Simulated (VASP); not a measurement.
# Na (P6_3/mmc) in VASP: notebook

Na is run at these levels: LDA; tasks: single point.

All numbers are computed with VASP 6.6.1; they aren't measurements. Logs are shortened: lines on timing, memory, paths and dates and some standing lists are left out, and cuts for length are marked.

**1. The cell of the first run**

The structure is hexagonal, space group P6_3/mmc (No. 194). Conventional cell: a = 3.692 Å, b = 3.692 Å, c = 6.154 Å, α = 90.00°, β = 90.00°, γ = 120.00°. Within 4.8 Å of Na (site symmetry -6m2) lie 12 Na at 3.69 to 3.74 Å.

**2. Single point, LDA (equal xx and yy strain of -2 %)**

Contents of INCAR:

```
PREC = Accurate
ENCUT = 520
EDIFF = 1E-6
ISMEAR = -1
SIGMA = 0.05
LREAL = F
LASPH = T
NELM = 80
ALGO = Normal
ISIF = 2
LWAVE = F
LCHARG = F
GGA = CA
NBANDS = 14
```

Contents of KPOINTS:

```
regular mesh
0
Gamma
  11 11 6
```

Contents of POSCAR:

```
Na
1.0
    3.6916609776      0.0000000000      0.0000000000
   -1.8458304888      3.1970721888      0.0000000000
    0.0000000000      0.0000000000      6.1540000000
Na
2
Direct
    0.3333333333      0.6666666667      0.2500000000
    0.6666666667      0.3333333333      0.7500000000
```

Potentials or basis: VASP PAW LDA potentials, release 64 (Na_pv).

On the command line:

```bash
$ cat potpaw_LDA.64/Na_pv/POTCAR > POTCAR
$ mpirun -np 1 vasp_std > vasp.out
```

OUTCAR:

```text
PREC = Accurate
   ENCUT = 520
   EDIFF = 1E-6
   ISMEAR = -1
   LREAL = F
   LASPH = T
   NELM = 80
   ISIF = 2
   GGA = CA

 ion  position               nearest neighbor table
   1  0.333  0.667  0.250-
   2  0.667  0.333  0.750-

  LATTYP: Found a hexagonal cell.
 ALAT       =     3.6916609776
 C/A-ratio  =     1.6670003116

  Lattice vectors:

 A1 = (   3.6916609776,   0.0000000000,   0.0000000000)
 A2 = (  -1.8458304888,   3.1970721888,   0.0000000000)
 A3 = (   0.0000000000,   0.0000000000,   6.1540000000)

Analysis of symmetry for initial positions (statically):
=====================================================================
 Subroutine PRICEL returns:
 Original cell was already a primitive cell.

 Routine SETGRP: Setting up the symmetry group for a
 hexagonal supercell.

 Subroutine GETGRP returns: Found 24 space group operations
 (whereof 12 operations were pure point group operations)
 out of a pool of 24 trial point group operations.

The static configuration has the point symmetry D_3d.
 The point group associated with its full space group is D_6h.

Analysis of symmetry for dynamics (positions and initial velocities):
=====================================================================
 Subroutine PRICEL returns:
 Original cell was already a primitive cell.

 Routine SETGRP: Setting up the symmetry group for a
 hexagonal supercell.

 Subroutine GETGRP returns: Found 24 space group operations
 (whereof 12 operations were pure point group operations)
 out of a pool of 24 trial point group operations.

The dynamic configuration has the point symmetry D_3d.
 The point group associated with its full space group is D_6h.

 Subroutine INISYM returns: Found 24 space group operations
 (whereof 12 operations are pure point group operations),
 and found     1 'primitive' translations

----------------------------------------------------------------------------------------

                                     Primitive cell

  volume of cell :      72.6326

  direct lattice vectors                    reciprocal lattice vectors
     3.691660978  0.000000000  0.000000000     0.270880779  0.156393090  0.000000000
    -1.845830489  3.197072189  0.000000000     0.000000000  0.312786181  0.000000000
     0.000000000  0.000000000  6.154000000     0.000000000  0.000000000  0.162495938

  length of vectors
     3.691660978  3.691660978  6.154000000     0.312786181  0.312786181  0.162495938

  position of ions in fractional coordinates (direct lattice)
     0.333333333  0.666666667  0.250000000
     0.666666667  0.333333333  0.750000000

  ion indices of the primitive-cell ions
   primitive index   ion index
                 1           1
                 2           2

----------------------------------------------------------------------------------------

 KPOINTS: regular mesh

Automatic generation of k-mesh.
 Grid dimensions read from file:
 generate k-points for:   11   11    6

 Generating k-lattice:

  Cartesian coordinates                     Fractional coordinates (reciprocal lattice)
     0.024625525  0.014217554  0.000000000     0.090909091  0.000000000  0.000000000
     0.000000000  0.028435107  0.000000000     0.000000000  0.090909091  0.000000000
     0.000000000  0.000000000  0.027082656     0.000000000  0.000000000  0.166666667

  Length of vectors
     0.028435107  0.028435107  0.027082656

  Shift w.r.t. Gamma in fractional coordinates (k-lattice)
     0.000000000  0.000000000  0.000000000

 Subroutine IBZKPT returns following result:
 ===========================================

 Found     64 irreducible k-points:

 Following reciprocal coordinates:
            Coordinates               Weight
  0.000000  0.000000  0.000000      1.000000
  0.090909 -0.000000  0.000000      6.000000
  0.181818  0.000000  0.000000      6.000000
  0.272727  0.000000  0.000000      6.000000
  0.363636  0.000000  0.000000      6.000000
  0.454545  0.000000  0.000000      6.000000
[... 16 lines left out ...]
  0.090909  0.090909  0.166667     12.000000
  0.181818  0.090909  0.166667     24.000000
 [... further k-points ...]
   k-points           NKPTS =     64   k-points in BZ     NKDIM =     64   number of bands    NBANDS=     14
   number of dos      NEDOS =    301   number of ions     NIONS =      2
   total plane-waves  NPLWV =  37632
   dimension x,y,z NGX =    28 NGY =   28 NGZ =   48
   dimension x,y,z NGXF=    56 NGYF=   56 NGZF=   96
   ions per type =               2
   NGX,Y,Z   is equivalent  to a cutoff of  12.61, 12.61, 12.97 a.u.
   NGXF,Y,Z  is equivalent  to a cutoff of  25.22, 25.22, 25.93 a.u.
 SYSTEM =  unknown system
   PREC   = accura    normal or accurate (medium, high low for compatibility)
   ISTART =      0    job   : 0-new  1-cont  2-samecut
   ICHARG =      2    charge: 1-file 2-atom 10-const
   ISPIN  =      1    spin polarized calculation?
   LNONCOLLINEAR =      F non collinear calculations
   LSORBIT =      F    spin-orbit coupling
   LASPH  =      T    aspherical Exc in radial PAW
   ENCUT  =  520.0 eV  38.22 Ry    6.18 a.u.   6.86  6.86 11.44*2*pi/ulx,y,z
   NELM   =     80;   NELMIN=  2; NELMDL= -5     # of ELM steps
   EDIFF  = 0.1E-05   stopping-criterion for ELM
   LREAL  =      F    real-space projection
   EDIFFG = 0.1E-04   stopping-criterion for IOM
   NSW    =      0    number of steps for IOM
   IBRION =     -1    ionic relax: 0-MD 1-quasi-New 2-CG
   NFREE  =      0    steps in history (QN), initial steepest desc. (CG)
   ISIF   =      2    stress and relaxation
   ISYM   =      2    0-nonsym 1-usesym 2-fastsym
   POTIM  = 0.5000    time-step for ionic-motion
   TEBEG  =    0.0;   TEEND  =   0.0 temperature during run
   PSTRESS=    0.0 pullay stress
   NELECT =      14.0000    total number of electrons
   NUPDOWN=      -1.0000    fix difference up-down
   EMIN   =  10.00;   EMAX   =-10.00  energy-range for DOS
   EFERMI =   0.00;   METHOD = LEGACY
   ISMEAR =    -1;   SIGMA  =   0.05  broadening in eV -4-tet -1-fermi 0-gaus
   EFERMI_NEDOS =   21; number of points for ismear=-14 and -15
   IALGO  =     38    algorithm
   IMIX   =      4    mixing-type and parameters
     AMIX     =   0.40;   BMIX     =  1.00
     AMIX_MAG =   1.60;   BMIX_MAG =  1.00
  volume/ion in A,a.u.               =      36.32       245.07
  Fermi-wavevector in a.u.,A,eV,Ry     =   0.945671  1.787060 12.167614  0.894294
  Thomas-Fermi vector in A             =   2.073595
   LORBIT       =      0    0 simple, 1 ext, 2 COOP (PROOUT), +10 PAW based schemes
   GGA     = CA    functional components
   LHFCALC =     F    Hartree Fock is set to
   AEXX    =    0.0000 exact exchange contribution
   IVDW    =     0    specifies the selected vdW correction
   LEPSILON=     F    determine dielectric tensor
   LRPA    =     F    only Hartree local field effects (RPA)
 non-spin polarized calculation
  energy-cutoff  :      520.00
  volume of cell :       72.63
 maximum number of plane-waves:      1975
 NGX is ok and might be reduce to    28
   NGX = 13   NGY = 13   NGZ = 23

 number of electron      13.9999995 magnetization

 Free energy of the ion-electron system (eV)
  ---------------------------------------------------
  ext. energy  EPLUGINS =         0.00000000
  ---------------------------------------------------
  free energy    TOTEN  =        -2.89624186 eV

  energy without entropy =       -2.88668588  energy(sigma->0) =       -2.89146387

 E-fermi :   0.2380     XC(G=0):  -6.7853

 val. band max:        0.2015418937   @ k =   0.2727   0.1818   0.5000
 cond. band min:       0.2432169956   @ k =   0.2727   0.0909   0.3333
 fundamental gap:      0.0416751019
 Fermi energy:         0.2380478438

 k-point     1 :       0.0000    0.0000    0.0000
  band No.  band energies     occupation
      1     -24.7427      2.00000
      2     -24.7121      2.00000
      3     -24.7121      2.00000
      4     -24.7074      2.00000
      5     -24.7074      2.00000
      6     -24.7064      2.00000
      7      -3.1097      2.00000
      8       0.7103      0.00016
      9       1.0252      0.00000
     10      10.4482      0.00000
     11      10.4482      0.00000
     12      10.7457      0.00000
     13      10.7921      0.00000
     14      10.7921      0.00000

 k-point     2 :       0.0909   -0.0000    0.0000
  band No.  band energies     occupation
      1     -24.7417      2.00000
      2     -24.7146      2.00000
      3     -24.7129      2.00000
      4     -24.7099      2.00000
      5     -24.7078      2.00000
      6     -24.7067      2.00000
      7      -2.9838      2.00000
      8       0.8214      0.00002
      9       1.1485      0.00000
     10       8.5663      0.00000
     11       9.5983      0.00000
     12      10.0108      0.00000
     13      11.3622      0.00000
     14      11.7611      0.00000

 k-point     3 :       0.1818    0.0000    0.0000
  band No.  band energies     occupation
      1     -24.7389      2.00000
      2     -24.7212      2.00000
      3     -24.7166      2.00000
      4     -24.7149      2.00000
      5     -24.7090      2.00000
      6     -24.7077      2.00000
      7      -2.6082      2.00000
      8       1.1552      0.00000
      9       1.5128      0.00000
     10       6.4925      0.00000
     11       8.7899      0.00000
     12       8.9128      0.00000
     13       9.8589      0.00000
     14      10.8212      0.00000
[... 324 lines left out ...]
 k-point    23 :       0.0909    0.0909    0.1667
  band No.  band energies     occupation
      1     -24.7379      2.00000
      2     -24.7181      2.00000
      3     -24.7164      2.00000
      4     -24.7133      2.00000
      5     -24.7093      2.00000
      6     -24.7086      2.00000
      7      -2.6198      2.00000
      8       0.0262      1.97153
      9       2.5999      0.00000
     10       7.5047      0.00000
     11       7.8905      0.00000
     12       9.6211      0.00000
     13      10.0341      0.00000
     14      10.4377      0.00000

 k-point    24 :       0.1818    0.0909    0.1667
  band No.  band energies     occupation
      1     -24.7356      2.00000
      2     -24.7247      2.00000
      3     -24.7233      2.00000
      4     -24.7161      2.00000
      5     -24.7113      2.00000
      6     -24.7096      2.00000
      7      -2.1232      2.00000
      8       0.4968      0.01125
      9       3.0405      0.00000
     10       5.6857      0.00000
     11       6.9022      0.00000
     12       8.1770      0.00000
     13       9.2762      0.00000
     14      10.2991      0.00000

 [... further k-points ...]
[... 5 lines left out ...]
  --------------------------------------------------------------------------------------
  -------------------------------------------------------------------------------------
  Total       -0.2905629     -0.2905629     -0.2477326      0.0000000      0.0000000      0.0000000
  in kB       -6.4094244     -6.4094244     -5.4646454      0.0000000      0.0000000      0.0000000
  external PRESSURE =      -6.0944981 kB  Pullay stress =       0.0000000 kB

 VOLUME and BASIS-vectors are now :
 -----------------------------------------------------------------------------
  energy-cutoff  :      520.00
  volume of cell :       72.63
      direct lattice vectors                 reciprocal lattice vectors
     3.691660978  0.000000000  0.000000000     0.270880779  0.156393090  0.000000000
    -1.845830489  3.197072189  0.000000000     0.000000000  0.312786181  0.000000000
     0.000000000  0.000000000  6.154000000     0.000000000  0.000000000  0.162495938

 POSITION                                       TOTAL-FORCE (eV/Angst)
 -----------------------------------------------------------------------------------
     -0.00000      2.13138      1.53850        -0.000000      0.000000      0.000000
      1.84583      1.06569      4.61550         0.000000     -0.000000      0.000000
 -----------------------------------------------------------------------------------
    total drift:                               -0.000000      0.000000     -0.000000

  FREE ENERGIE OF THE ION-ELECTRON SYSTEM (eV)
  ---------------------------------------------------
  free  energy   TOTEN  =        -2.8962418616 eV

  energy  without entropy=       -2.8866858779  energy(sigma->0) =       -2.89146387
```

Wall time 18 s (1 thread of Intel Xeon Platinum 8559C (Emerald Rapids), shared host); peak memory 0.17 GiB.

What came out:

```
Free energy            : -2.8962 eV
Pressure               : -0.6 GPa
Band gap on the k mesh : zero (band 7 reaches 2.06 eV, above the bottom of band 8 at -2.09 eV)
```

Levels at points of the mesh, in eV from the Fermi level:
| k point | band 4 | band 5 | band 6 | band 7 | band 8 | band 9 | band 10 | band 11 |
| --- | --- | --- | --- | --- | --- | --- | --- | --- |
| (0.00, 0.00, 0.00) | -24.95 | -24.95 | -24.94 | -3.35 | 0.47 | 0.79 | 10.21 | 10.21 |
| (0.00, 0.00, 0.50) | -24.95 | -24.95 | -24.95 | -2.33 | -2.33 | 5.32 | 5.32 | 10.78 |

Caveat: the cell differs from its parent crystal (equal xx and yy strain of -2 %).

**3. Single point, LDA (volume scaled by 0.98)**

Contents of INCAR:

```
SYSTEM = Na
PREC = Accurate ; ENCUT = 520
EDIFF = 1E-6 ; ISMEAR = -1
SIGMA = 0.05 ; LREAL = .False.
LASPH = .True. ; NELM = 60
ALGO = Normal ; ISIF = 2
LWAVE = .False. ; LCHARG = .False.
GGA = CA ; NBANDS = 14
```

Contents of KPOINTS:

```
regular mesh
0
Gamma
  11 11 6
  0 0 0
```

Contents of POSCAR:

```
Na
1.0
    3.7417183499      0.0000000000      0.0000000000
   -1.8708591750      3.2404231448      0.0000000000
    0.0000000000      0.0000000000      6.1126967421
Na
2
Direct
    0.3333333333      0.6666666667      0.2500000000
    0.6666666667      0.3333333333      0.7500000000
```

Potentials or basis: VASP PAW LDA potentials, release 64 (Na_pv).

On the command line:

```bash
$ cat potpaw_LDA.64/Na_pv/POTCAR > POTCAR
$ mpirun -np 1 vasp_std > vasp.out
```

Run time: 17 s. Hardware: 1 thread of Intel Xeon Platinum 8559C (Emerald Rapids), shared host; peak memory 0.18 GiB.

The run converged. Its results:

| Property | Result |
| --- | --- |
| Free energy | -2.8884 eV |
| Pressure | -0.7 GPa |
| Band gap on the k mesh | zero (band 7 reaches 1.96 eV, above the bottom of band 8 at -2.09 eV) |

Stress tensor (GPa, compression positive):
```
-0.83  0.00  0.00
 0.00 -0.83  0.00
 0.00  0.00 -0.55
```

Levels at points of the mesh, in eV from the Fermi level:
```
           k point  band 3  band 4  band 5  band 6  band 7  band 8  band 9  band 10  band 11  band 12
(0.00, 0.00, 0.00)  -24.96  -24.96  -24.96  -24.96   -3.30    0.56    0.89     9.93     9.93    10.23
(0.00, 0.00, 0.50)  -24.96  -24.96  -24.96  -24.96   -2.27   -2.27    5.48     5.48    10.52    10.52
```
